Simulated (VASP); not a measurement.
Runs of VASP 6.6.1 on Pt. The structure is that of space group Fm-3m (No. 225), or close to it. The cells are those of the table. 

| cell | gap on the mesh (eV) | pressure (GPa) |
| --- | --- | --- |
| a = 2.726 Å, angles 60.0°, 1 atom | none | (b) |
| a = 2.810 Å, angles 60.0°, 1 atom | none | -1.2 |
| a = 2.782 Å, angles 60.0°, 1 atom | none | (a) |
| a = 2.755 Å, angles 60.0°, 1 atom | none | 16.0 |
| a = 2.836 Å, angles 60.0°, 1 atom | none | -7.6 |

Alike in all rows: task single point; level PBE; potentials or basis VASP PAW PBE potentials, release 64 (Pt); no spin polarisation; k mesh 10 × 10 × 10; cutoff (eV) 520; smearing methfessel-paxton 0.05 eV.

Question: Fill in the values left out.

Answer: (a) 6.6; (b) 27.2.

Caveats: spin-orbit coupling is left out, which moves the levels of the heavy elements.

A k mesh can miss the band edges, and the runs leave out spin-orbit coupling on Pt.

A gap of «none» marks levels without a gap at the run's occupations.
